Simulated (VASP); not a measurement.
# ScAl3 (Pm-3m) in VASP: a series of runs

ScAl3 is run at these levels: PBE; tasks: single point.

All numbers are computed with VASP 6.6.1; they aren't measurements. Logs are shortened: lines on timing, memory, paths and dates and some standing lists are left out, and cuts for length are marked.

### 1 The cell of the first run

The structure is cubic, space group Pm-3m (No. 221). The conventional cell has a = 4.088 Å, b = 4.088 Å, c = 4.088 Å, α = 90.00°, β = 90.00°, γ = 90.00°. Within 3.8 Å of Sc (site symmetry m-3m) lie 12 Al at 2.89 Å. Al (site symmetry 4/mmm) has 4 Sc at 2.89 Å and 8 Al at 2.89 Å within 3.8 Å.

### 2 Single point, PBE

Input file INCAR:

```
  PREC = Accurate
  ENCUT = 520
  EDIFF = 1E-6
  ISMEAR = 0
  SIGMA = 0.05
  LREAL = F
  LASPH = T
  NELM = 60
  ALGO = Normal
  ISIF = 2
  LWAVE = F
  LCHARG = F
  GGA = PE
  NBANDS = 18
```

Input file KPOINTS:

```
Automatic mesh
0
Gamma
  6 6 6
```

Input file POSCAR:

```
ScAl3
1.0
    4.0878065700      0.0000000000      0.0000000000
    0.0000000000      4.0878065700      0.0000000000
    0.0000000000      0.0000000000      4.0878065700
Sc Al
1 3
Direct
    0.0000000000      0.0000000000      0.0000000000
    0.5000000000      0.0000000000      0.5000000000
    0.0000000000      0.5000000000      0.5000000000
    0.5000000000      0.5000000000      0.0000000000
```

Potentials or basis: VASP PAW PBE potentials, release 64 (Sc_sv, Al).

On the command line:

```
$ cat potpaw_PBE.64/Sc_sv/POTCAR potpaw_PBE.64/Al/POTCAR > POTCAR
$ mpirun -np 1 vasp_std > vasp.out
```

OUTCAR:

```text
PREC = Accurate
   ENCUT = 520
   EDIFF = 1E-6
   ISMEAR = 0
   LREAL = F
   LASPH = T
   NELM = 60
   ISIF = 2
   GGA = PE

 ion  position               nearest neighbor table
   1  0.000  0.000  0.000-   2 2.89   3 2.89   4 2.89   2 2.89   3 2.89   3 2.89   4 2.89   3 2.89
                             2 2.89   4 2.89   2 2.89   4 2.89
   2  0.500  0.000  0.500-   1 2.89   3 2.89   4 2.89   1 2.89   4 2.89   3 2.89   4 2.89   4 2.89
                             1 2.89   3 2.89   1 2.89   3 2.89
   3  0.000  0.500  0.500-   1 2.89   2 2.89   4 2.89   1 2.89   4 2.89   1 2.89   2 2.89   1 2.89
                             2 2.89   4 2.89   4 2.89   2 2.89
   4  0.500  0.500  0.000-   1 2.89   2 2.89   3 2.89   2 2.89   3 2.89   1 2.89   2 2.89   2 2.89
                             1 2.89   3 2.89   3 2.89   1 2.89

  LATTYP: Found a simple cubic cell.
 ALAT       =     4.0878065700

  Lattice vectors:

 A1 = (   4.0878065700,   0.0000000000,   0.0000000000)
 A2 = (   0.0000000000,   4.0878065700,   0.0000000000)
 A3 = (   0.0000000000,   0.0000000000,   4.0878065700)

Analysis of symmetry for initial positions (statically):
=====================================================================
 Subroutine PRICEL returns:
 Original cell was already a primitive cell.

 Routine SETGRP: Setting up the symmetry group for a
 simple cubic supercell.

 Subroutine GETGRP returns: Found 48 space group operations
 (whereof 48 operations were pure point group operations)
 out of a pool of 48 trial point group operations.

The static configuration has the point symmetry O_h .

Analysis of symmetry for dynamics (positions and initial velocities):
=====================================================================
 Subroutine PRICEL returns:
 Original cell was already a primitive cell.

 Routine SETGRP: Setting up the symmetry group for a
 simple cubic supercell.

 Subroutine GETGRP returns: Found 48 space group operations
 (whereof 48 operations were pure point group operations)
 out of a pool of 48 trial point group operations.

The dynamic configuration has the point symmetry O_h .

 Subroutine INISYM returns: Found 48 space group operations
 (whereof 48 operations are pure point group operations),
 and found     1 'primitive' translations

----------------------------------------------------------------------------------------

                                     Primitive cell

  volume of cell :      68.3079

  direct lattice vectors                    reciprocal lattice vectors
     4.087806570  0.000000000  0.000000000     0.244629970  0.000000000  0.000000000
     0.000000000  4.087806570  0.000000000     0.000000000  0.244629970  0.000000000
     0.000000000  0.000000000  4.087806570     0.000000000  0.000000000  0.244629970

  length of vectors
     4.087806570  4.087806570  4.087806570     0.244629970  0.244629970  0.244629970

  position of ions in fractional coordinates (direct lattice)
     0.000000000  0.000000000  0.000000000
     0.500000000  0.000000000  0.500000000
     0.000000000  0.500000000  0.500000000
     0.500000000  0.500000000  0.000000000

  ion indices of the primitive-cell ions
   primitive index   ion index
                 1           1
                 2           2
                 3           3
                 4           4

----------------------------------------------------------------------------------------

 KPOINTS: Automatic mesh

Automatic generation of k-mesh.
 Grid dimensions read from file:
 generate k-points for:    6    6    6

 Generating k-lattice:

  Cartesian coordinates                     Fractional coordinates (reciprocal lattice)
     0.040771662  0.000000000  0.000000000     0.166666667  0.000000000  0.000000000
     0.000000000  0.040771662  0.000000000     0.000000000  0.166666667  0.000000000
     0.000000000  0.000000000  0.040771662     0.000000000  0.000000000  0.166666667

  Length of vectors
     0.040771662  0.040771662  0.040771662

  Shift w.r.t. Gamma in fractional coordinates (k-lattice)
     0.000000000  0.000000000  0.000000000

 Subroutine IBZKPT returns following result:
 ===========================================

 Found     20 irreducible k-points:

 Following reciprocal coordinates:
            Coordinates               Weight
  0.000000  0.000000  0.000000      1.000000
  0.166667  0.000000  0.000000      6.000000
  0.333333  0.000000  0.000000      6.000000
  0.500000  0.000000  0.000000      3.000000
  0.166667  0.166667  0.000000     12.000000
  0.333333  0.166667  0.000000     24.000000
[... 12 lines left out ...]
  0.500000  0.500000  0.333333      6.000000
  0.500000  0.500000  0.500000      1.000000
   k-points           NKPTS =     20   k-points in BZ     NKDIM =     20   number of bands    NBANDS=     18
   number of dos      NEDOS =    301   number of ions     NIONS =      4
   total plane-waves  NPLWV =  27000
   dimension x,y,z NGX =    30 NGY =   30 NGZ =   30
   dimension x,y,z NGXF=    60 NGYF=   60 NGZF=   60
   ions per type =               1   3
   NGX,Y,Z   is equivalent  to a cutoff of  12.20, 12.20, 12.20 a.u.
   NGXF,Y,Z  is equivalent  to a cutoff of  24.40, 24.40, 24.40 a.u.
 SYSTEM =  unknown system
   PREC   = accura    normal or accurate (medium, high low for compatibility)
   ISTART =      0    job   : 0-new  1-cont  2-samecut
   ICHARG =      2    charge: 1-file 2-atom 10-const
   ISPIN  =      1    spin polarized calculation?
   LNONCOLLINEAR =      F non collinear calculations
   LSORBIT =      F    spin-orbit coupling
   LASPH  =      T    aspherical Exc in radial PAW
   ENCUT  =  520.0 eV  38.22 Ry    6.18 a.u.   7.60  7.60  7.60*2*pi/ulx,y,z
   NELM   =     60;   NELMIN=  2; NELMDL= -5     # of ELM steps
   EDIFF  = 0.1E-05   stopping-criterion for ELM
   LREAL  =      F    real-space projection
   EDIFFG = 0.1E-04   stopping-criterion for IOM
   NSW    =      0    number of steps for IOM
   IBRION =     -1    ionic relax: 0-MD 1-quasi-New 2-CG
   NFREE  =      0    steps in history (QN), initial steepest desc. (CG)
   ISIF   =      2    stress and relaxation
   ISYM   =      2    0-nonsym 1-usesym 2-fastsym
   POTIM  = 0.5000    time-step for ionic-motion
   TEBEG  =    0.0;   TEEND  =   0.0 temperature during run
   PSTRESS=    0.0 pullay stress
   NELECT =      20.0000    total number of electrons
   NUPDOWN=      -1.0000    fix difference up-down
   EMIN   =  10.00;   EMAX   =-10.00  energy-range for DOS
   EFERMI =   0.00;   METHOD = LEGACY
   ISMEAR =     0;   SIGMA  =   0.05  broadening in eV -4-tet -1-fermi 0-gaus
   EFERMI_NEDOS =   21; number of points for ismear=-14 and -15
   IALGO  =     38    algorithm
   IMIX   =      4    mixing-type and parameters
     AMIX     =   0.40;   BMIX     =  1.00
     AMIX_MAG =   1.60;   BMIX_MAG =  1.00
  volume/ion in A,a.u.               =      17.08       115.24
  Fermi-wavevector in a.u.,A,eV,Ry     =   1.087079  2.054282 16.078563  1.181741
  Thomas-Fermi vector in A             =   2.223230
   LORBIT       =      0    0 simple, 1 ext, 2 COOP (PROOUT), +10 PAW based schemes
   GGA     = PE    functional components
   LHFCALC =     F    Hartree Fock is set to
   AEXX    =    0.0000 exact exchange contribution
   IVDW    =     0    specifies the selected vdW correction
   LEPSILON=     F    determine dielectric tensor
   LRPA    =     F    only Hartree local field effects (RPA)
 non-spin polarized calculation
 Gauss-broadening in eV      SIGMA  =   0.05
  energy-cutoff  :      520.00
  volume of cell :       68.31
 maximum number of plane-waves:      1856
   NGX = 15   NGY = 15   NGZ = 15

 number of electron      19.9999996 magnetization

 Free energy of the ion-electron system (eV)
  ---------------------------------------------------
  ext. energy  EPLUGINS =         0.00000000
  ---------------------------------------------------
  free energy    TOTEN  =       -19.28165944 eV

  energy without entropy =      -19.27757563  energy(sigma->0) =      -19.27961754

 E-fermi :   7.3952     XC(G=0): -10.4164

 val. band max:        7.3947771215   @ k =   0.1667   0.1667   0.0000
 cond. band min:       7.5206682982   @ k =   0.3333   0.1667   0.0000
 fundamental gap:      0.1258911767
 Fermi energy:         7.3952190701

 k-point     1 :       0.0000    0.0000    0.0000
  band No.  band energies     occupation
      1     -41.6976      2.00000
      2     -20.4018      2.00000
      3     -20.4018      2.00000
      4     -20.4018      2.00000
      5      -2.7554      2.00000
      6       4.6487      2.00000
[... 10 lines left out ...]
     17      12.5681      0.00000
     18      12.5681      0.00000

 k-point     2 :       0.1667    0.0000    0.0000
  band No.  band energies     occupation
      1     -41.6973      2.00000
      2     -20.4099      2.00000
      3     -20.4012      2.00000
      4     -20.4012      2.00000
      5      -2.5002      2.00000
      6       3.1091      2.00000
[... 10 lines left out ...]
     17      12.6145      0.00000
     18      12.6145      0.00000

 k-point     3 :       0.3333    0.0000    0.0000
  band No.  band energies     occupation
      1     -41.6966      2.00000
      2     -20.4261      2.00000
      3     -20.3999      2.00000
      4     -20.3999      2.00000
      5      -1.7602      2.00000
      6       1.2240      2.00000
[... 10 lines left out ...]
     17      11.7774      0.00000
     18      12.8899      0.00000

 k-point     4 :       0.5000    0.0000    0.0000
  band No.  band energies     occupation
      1     -41.6963      2.00000
      2     -20.4342      2.00000
      3     -20.3993      2.00000
      4     -20.3993      2.00000
      5      -0.8815      2.00000
      6      -0.0570      2.00000
[... 291 lines left out ...]
      4     -20.4189      2.00000
      5       0.7399      2.00000
      6       1.6935      2.00000
[... 10 lines left out ...]
     17      11.6886      0.00000
     18      14.5326      0.00000

 k-point    19 :       0.5000    0.5000    0.3333
  band No.  band energies     occupation
      1     -41.6942      2.00000
      2     -20.4264      2.00000
      3     -20.4264      2.00000
      4     -20.4182      2.00000
      5       1.4664      2.00000
      6       2.1716      2.00000
[... 10 lines left out ...]
     17      11.3302      0.00000
     18      15.9273      0.00000

 k-point    20 :       0.5000    0.5000    0.5000
  band No.  band energies     occupation
      1     -41.6939      2.00000
      2     -20.4254      2.00000
      3     -20.4254      2.00000
      4     -20.4254      2.00000
      5       2.4758      2.00000
      6       2.4758      2.00000
[... 10 lines left out ...]
     17      11.3122      0.00000
     18      18.1932      0.00000

------------------------ aborting loop because EDIFF is reached ----------------------------------------

  FORCE on cell =-STRESS in cart. coord.  units (eV):
  Direction    XX          YY          ZZ          XY          YZ          ZX
  --------------------------------------------------------------------------------------
  -------------------------------------------------------------------------------------
  Total        0.4503398      0.4503398      0.4503398      0.0000000      0.0000000      0.0000000
  in kB       10.5628210     10.5628210     10.5628210      0.0000000      0.0000000      0.0000000
  external PRESSURE =      10.5628210 kB  Pullay stress =       0.0000000 kB

 VOLUME and BASIS-vectors are now :
 -----------------------------------------------------------------------------
  energy-cutoff  :      520.00
  volume of cell :       68.31
      direct lattice vectors                 reciprocal lattice vectors
     4.087806570  0.000000000  0.000000000     0.244629970  0.000000000  0.000000000
     0.000000000  4.087806570  0.000000000     0.000000000  0.244629970  0.000000000
     0.000000000  0.000000000  4.087806570     0.000000000  0.000000000  0.244629970

 POSITION                                       TOTAL-FORCE (eV/Angst)
 -----------------------------------------------------------------------------------
      0.00000      0.00000      0.00000         0.000000      0.000000      0.000000
      2.04390      0.00000      2.04390         0.000000      0.000000      0.000000
      0.00000      2.04390      2.04390         0.000000      0.000000      0.000000
      2.04390      2.04390      0.00000         0.000000      0.000000      0.000000
 -----------------------------------------------------------------------------------
    total drift:                                0.000000     -0.000000      0.000000

  FREE ENERGIE OF THE ION-ELECTRON SYSTEM (eV)
  ---------------------------------------------------
  free  energy   TOTEN  =       -19.2816594356 eV

  energy  without entropy=      -19.2775756346  energy(sigma->0) =      -19.27961754
```

Run time: 29 s. Hardware: 1 thread of Intel Xeon Platinum 8259CL at 2.50GHz (Skylake/Cascade Lake), shared host; peak memory 0.17 GiB.

Results:

```yaml
Free_energy: -19.2817 eV
Pressure: 1.1 GPa
Band_gap_on_the_k_mesh: zero (bands 10 and 11 overlap by 3.83 eV)
```

Levels at points of the mesh, in eV from the Fermi level:
| k point | band 8 | band 9 | band 10 | band 11 | band 12 | band 13 |
| --- | --- | --- | --- | --- | --- | --- |
| (0.00, 0.00, 0.00) | -1.93 | -1.93 | -1.93 | 1.15 | 1.18 | 1.18 |
| (0.50, 0.00, 0.00) | -1.84 | -1.60 | 0.75 | 0.88 | 0.88 | 1.24 |
| (0.50, 0.50, 0.00) | -4.49 | -0.66 | -0.66 | 1.09 | 1.26 | 1.96 |
| (0.50, 0.50, 0.50) | -4.58 | -3.08 | -3.08 | -3.08 | 0.84 | 2.50 |

(Continued in part 2 of 2.)

The gap in the log of VASP goes by the Fermi energy; the results here count the filled bands.